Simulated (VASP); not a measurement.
# MgH2 (P6_3mc) in VASP: notebook, part 2 of 2

VASP 6.6.1.

### 3 Relaxation of cell and atoms, PBE

This run uses another cell than the first one, of 10.16 Å³/atom.

Contents of INCAR:

```
PREC     = Accurate       # precision mode
ENCUT    = 600            # plane-wave cutoff, eV
EDIFF    = 1E-6           # SCF threshold, eV
ISMEAR   = 0              # smearing method
SIGMA    = 0.1            # smearing width, eV
LREAL    = F              # projectors in reciprocal space
LASPH    = T              # aspherical terms in the spheres
NELM     = 80             # most SCF steps
ALGO     = Normal         # electronic algorithm
ISIF     = 3              # what is computed and relaxed
LWAVE    = F              # write WAVECAR
LCHARG   = F              # write CHGCAR
GGA      = PE             # functional
IBRION   = 2              # ionic algorithm
NSW      = 90             # ionic steps
EDIFFG   = -0.04          # ionic threshold
```

Contents of KPOINTS:

```
regular mesh
0
Gamma
  6 6 2
```

Contents of POSCAR:

```
MgH2
1.0
    2.8160577721      0.0000000000      0.0000000000
   -1.4080288861      2.4387775692      0.0000000000
    0.0000000000      0.0000000000      8.8764131542
Mg H
2 4
Direct
    0.3333333333      0.6666666667      0.3750000000
    0.6666666667      0.3333333333      0.8750000000
    0.3333333333      0.6666666667      0.0000000000
    0.6666666667      0.3333333333      0.5000000000
    0.0000000000      0.0000000000      0.2500000000
    0.0000000000      0.0000000000      0.7500000000
```

Potentials or basis: VASP PAW PBE potentials, release 64 (Mg, H).

Started as:

```bash
$ cat potpaw_PBE.64/Mg/POTCAR potpaw_PBE.64/H/POTCAR > POTCAR
$ mpirun -np 1 vasp_std > vasp.out
```

OUTCAR:

```text
PREC = Accurate
   ENCUT = 600
   EDIFF = 1E-6
   ISMEAR = 0
   LREAL = F
   LASPH = T
   NELM = 80
   ISIF = 3
   GGA = PE
   IBRION = 2
   NSW = 90
   EDIFFG = -0.04

 ion  position               nearest neighbor table
   1  0.333  0.667  0.375-   4 1.97   5 1.97   4 1.97   5 1.97   5 1.97   4 1.97
   2  0.667  0.333  0.875-   3 1.97   6 1.97   3 1.97   6 1.97   6 1.97   3 1.97
   3  0.333  0.667  0.000-   2 1.97   2 1.97   2 1.97
   4  0.667  0.333  0.500-   1 1.97   1 1.97   1 1.97
   5  0.000  0.000  0.250-   1 1.97   1 1.97   1 1.97
   6  0.000  0.000  0.750-   2 1.97   2 1.97   2 1.97

  LATTYP: Found a hexagonal cell.
 ALAT       =     2.8160577721
 C/A-ratio  =     3.1520706862

  Lattice vectors:

 A1 = (   2.8160577721,   0.0000000000,   0.0000000000)
 A2 = (  -1.4080288861,   2.4387775692,   0.0000000000)
 A3 = (   0.0000000000,   0.0000000000,   8.8764131542)

Analysis of symmetry for initial positions (statically):
=====================================================================
 Subroutine PRICEL returns:
 Original cell was already a primitive cell.

 Routine SETGRP: Setting up the symmetry group for a
 hexagonal supercell.

 Subroutine GETGRP returns: Found 12 space group operations
 (whereof  6 operations were pure point group operations)
 out of a pool of 24 trial point group operations.

The static configuration has the point symmetry C_3v.
 The point group associated with its full space group is C_6v.

Analysis of symmetry for dynamics (positions and initial velocities):
=====================================================================
 Subroutine PRICEL returns:
 Original cell was already a primitive cell.

 Routine SETGRP: Setting up the symmetry group for a
 hexagonal supercell.

 Subroutine GETGRP returns: Found 12 space group operations
 (whereof  6 operations were pure point group operations)
 out of a pool of 24 trial point group operations.

The dynamic configuration has the point symmetry C_3v.
 The point group associated with its full space group is C_6v.

 Subroutine INISYM returns: Found 12 space group operations
 (whereof  6 operations are pure point group operations),
 and found     1 'primitive' translations

----------------------------------------------------------------------------------------

                                     Primitive cell

  volume of cell :      60.9609

  direct lattice vectors                    reciprocal lattice vectors
     2.816057772  0.000000000  0.000000000     0.355106351  0.205020747  0.000000000
    -1.408028886  2.438777569  0.000000000     0.000000000  0.410041495  0.000000000
     0.000000000  0.000000000  8.876413154     0.000000000  0.000000000  0.112658118

  length of vectors
     2.816057772  2.816057772  8.876413154     0.410041495  0.410041495  0.112658118

  position of ions in fractional coordinates (direct lattice)
     0.333333333  0.666666667  0.375000000
     0.666666667  0.333333333  0.875000000
     0.333333333  0.666666667  0.000000000
     0.666666667  0.333333333  0.500000000
     0.000000000  0.000000000  0.250000000
     0.000000000  0.000000000  0.750000000

  ion indices of the primitive-cell ions
   primitive index   ion index
                 1           1
                 2           2
                 3           3
                 4           4
                 5           5
[... 40 lines left out ...]
  0.500000  0.000000  0.500000      3.000000
  0.166667  0.166667  0.500000      6.000000
  0.333333  0.166667  0.500000     12.000000
  0.333333  0.333333  0.500000      2.000000
   k-points           NKPTS =     14   k-points in BZ     NKDIM =     14   number of bands    NBANDS=      8
   number of dos      NEDOS =    301   number of ions     NIONS =      6
   total plane-waves  NPLWV =  41472
   dimension x,y,z NGX =    24 NGY =   24 NGZ =   72
   dimension x,y,z NGXF=    48 NGYF=   48 NGZF=  144
   ions per type =               2   4
   NGX,Y,Z   is equivalent  to a cutoff of  14.17, 14.17, 13.48 a.u.
   NGXF,Y,Z  is equivalent  to a cutoff of  28.34, 28.34, 26.97 a.u.
 SYSTEM =  unknown system
   PREC   = accura    normal or accurate (medium, high low for compatibility)
   ISTART =      0    job   : 0-new  1-cont  2-samecut
   ICHARG =      2    charge: 1-file 2-atom 10-const
   ISPIN  =      1    spin polarized calculation?
   LNONCOLLINEAR =      F non collinear calculations
   LSORBIT =      F    spin-orbit coupling
   LASPH  =      T    aspherical Exc in radial PAW
   ENCUT  =  600.0 eV  44.10 Ry    6.64 a.u.   5.62  5.62 17.73*2*pi/ulx,y,z
   NELM   =     80;   NELMIN=  2; NELMDL= -5     # of ELM steps
   EDIFF  = 0.1E-05   stopping-criterion for ELM
   LREAL  =      F    real-space projection
   EDIFFG = -.4E-01   stopping-criterion for IOM
   NSW    =     90    number of steps for IOM
   IBRION =      2    ionic relax: 0-MD 1-quasi-New 2-CG
   NFREE  =      1    steps in history (QN), initial steepest desc. (CG)
   ISIF   =      3    stress and relaxation
   ISYM   =      2    0-nonsym 1-usesym 2-fastsym
   POTIM  = 0.5000    time-step for ionic-motion
   TEBEG  =    0.0;   TEEND  =   0.0 temperature during run
   PSTRESS=    0.0 pullay stress
   NELECT =       8.0000    total number of electrons
   NUPDOWN=      -1.0000    fix difference up-down
   EMIN   =  10.00;   EMAX   =-10.00  energy-range for DOS
   EFERMI =   0.00;   METHOD = LEGACY
   ISMEAR =     0;   SIGMA  =   0.10  broadening in eV -4-tet -1-fermi 0-gaus
   EFERMI_NEDOS =   21; number of points for ismear=-14 and -15
   IALGO  =     38    algorithm
   IMIX   =      4    mixing-type and parameters
     AMIX     =   0.40;   BMIX     =  1.00
     AMIX_MAG =   1.60;   BMIX_MAG =  1.00
  volume/ion in A,a.u.               =      10.16        68.56
  Fermi-wavevector in a.u.,A,eV,Ry     =   0.831932  1.572123  9.416736  0.692111
  Thomas-Fermi vector in A             =   1.944902
   LORBIT       =      0    0 simple, 1 ext, 2 COOP (PROOUT), +10 PAW based schemes
   GGA     = PE    functional components
   LHFCALC =     F    Hartree Fock is set to
   AEXX    =    0.0000 exact exchange contribution
   IVDW    =     0    specifies the selected vdW correction
   LEPSILON=     F    determine dielectric tensor
   LRPA    =     F    only Hartree local field effects (RPA)
 conjugate gradient relaxation of ions
 non-spin polarized calculation
 Gauss-broadening in eV      SIGMA  =   0.10
  energy-cutoff  :      600.00
  volume of cell :       60.96
 maximum number of plane-waves:      2052
 NGX is ok and might be reduce to    24
   NGX = 11   NGY = 11   NGZ = 35

--------------------------------------- Ionic step        1  -------------------------------------------

 number of electron       8.0000003 magnetization

 Free energy of the ion-electron system (eV)
  ---------------------------------------------------
  ext. energy  EPLUGINS =         0.00000000
  ---------------------------------------------------
  free energy    TOTEN  =       -16.85549265 eV

  energy without entropy =      -16.85549265  energy(sigma->0) =      -16.85549265

------------------------ aborting loop because EDIFF is reached ----------------------------------------

  FORCE on cell =-STRESS in cart. coord.  units (eV):
  Direction    XX          YY          ZZ          XY          YZ          ZX
  --------------------------------------------------------------------------------------
  -------------------------------------------------------------------------------------
  Total        3.7112574      3.7112574     -1.9048467     -0.0000000      0.0000000      0.0000000
  in kB       97.5394717     97.5394717    -50.0632858     -0.0000000      0.0000000      0.0000000
  external PRESSURE =      48.3385526 kB  Pullay stress =       0.0000000 kB
[... 101 lines left out ...]
  FREE ENERGIE OF THE ION-ELECTRON SYSTEM (eV)
  ---------------------------------------------------
  free  energy   TOTEN  =       -17.2255042707 eV

  energy  without entropy=      -17.2255042707  energy(sigma->0) =      -17.22550427

[... ionic steps 4 to 15 ...]

--------------------------------------- Ionic step       16  -------------------------------------------

 number of electron       7.9999999 magnetization

------------------------ aborting loop because EDIFF is reached ----------------------------------------
[... 75 lines left out ...]
--------------------------------------- Ionic step       18  -------------------------------------------

 number of electron       7.9999999 magnetization

 Free energy of the ion-electron system (eV)
  ---------------------------------------------------
  ext. energy  EPLUGINS =         0.00000000
  ---------------------------------------------------
  free energy    TOTEN  =       -17.30204477 eV

  energy without entropy =      -17.30204477  energy(sigma->0) =      -17.30204477

 E-fermi :  -1.3479     XC(G=0):  -7.4426

 val. band max:       -1.8214993194   @ k =   0.3333   0.0000   0.0000
 cond. band min:       2.5367876449   @ k =   0.5000   0.0000   0.0000
 fundamental gap:      4.3582869643
 Fermi energy:        -1.3478770097

 k-point     1 :       0.0000    0.0000    0.0000
  band No.  band energies     occupation
      1      -7.6446      2.00000
      2      -7.2677      2.00000
      3      -3.9023      2.00000
      4      -2.6111      2.00000
      5       3.5337      0.00000
      6       7.3557      0.00000
      7       8.9863      0.00000
      8      11.0050      0.00000
[... 174 lines left out ...]
  FREE ENERGIE OF THE ION-ELECTRON SYSTEM (eV)
  ---------------------------------------------------
  free  energy   TOTEN  =       -17.3020447680 eV

  energy  without entropy=      -17.3020447680  energy(sigma->0) =      -17.30204477

 reached required accuracy - stopping structural energy minimisation
```

Run time: 58 s. Hardware: 1 thread of AMD EPYC 9R45 (Zen 5), shared host; peak memory 0.17 GiB.

Results:

```yaml
Free_energy: -17.3020 eV
Relaxed_volume: 12.45 Å³/atom
Relaxed_cell: a = 3.015 Å, b = 3.015 Å, c = 9.486 Å, α = 90.00°, β = 90.00°, γ = 120.00°
Space_group_after_relaxing_to_0.1_Å: P6_3mc (No. 186)
Energy_gained_by_relaxing: 74.4 meV/atom
Ionic_steps: 18
Pressure_after_relaxing: -0.1 GPa
Largest_force_after_relaxing: 0.023 eV/Å
Band_gap_on_the_k_mesh: 4.36 eV (least direct gap 4.93 eV)
```

Forces on the atoms (eV/Å):
```
Mg   0.000  0.000  0.007
Mg   0.000  0.000  0.007
H    0.000  0.000 -0.023
H    0.000  0.000 -0.023
H    0.000  0.000  0.016
H    0.000  0.000  0.016
```

Step by step:
```
step  energy change (eV)  largest force (eV/Å)  pressure (GPa)  volume (Å³)
   1              0.0000                0.5604            4.83        60.96
   2             -0.2398                0.4636            1.86        63.66
   3             -0.3700                0.3508           -1.32        67.27
   4             -0.3735                0.3340           -1.76        67.85
   5             -0.4063                0.1875           -0.57        66.65
   6             -0.4157                0.0498            0.60        65.57
   7             -0.4185                0.0384            0.43        66.04
   8             -0.4231                0.0176           -0.06        67.43
   9             -0.4264                0.0126            0.06        67.72
  10             -0.4336                0.0136            0.42        68.57
  11             -0.4367                0.0468            1.22        70.19
  12             -0.4373                0.0380            1.03        69.83
  13             -0.4390                0.0302            0.92        70.29
  14             -0.4427                0.0124            0.58        71.67
  15             -0.4452                0.0606           -0.01        74.43
  16             -0.4452                0.0541            0.05        74.12
  17             -0.4457                0.0445            0.02        74.26
  18             -0.4466                0.0229           -0.09        74.70
```

Final structure:
```
Mg H
1.0
     3.01549    0.00000    0.00000
    -1.50774    2.61149    0.00000
     0.00000    0.00000    9.48553
Mg H
2 4
Direct
  0.33333 0.66667 0.37481
  0.66667 0.33333 0.87481
  0.33333 0.66667 0.97371
  0.66667 0.33333 0.47371
  0.00000 0.00000 0.27649
  0.00000 0.00000 0.77649
```

Caveat: the k points lie up to 0.40 Å⁻¹ apart in the final cell; the volume moved by over 15 % at a fixed basis, so the end points are rough.
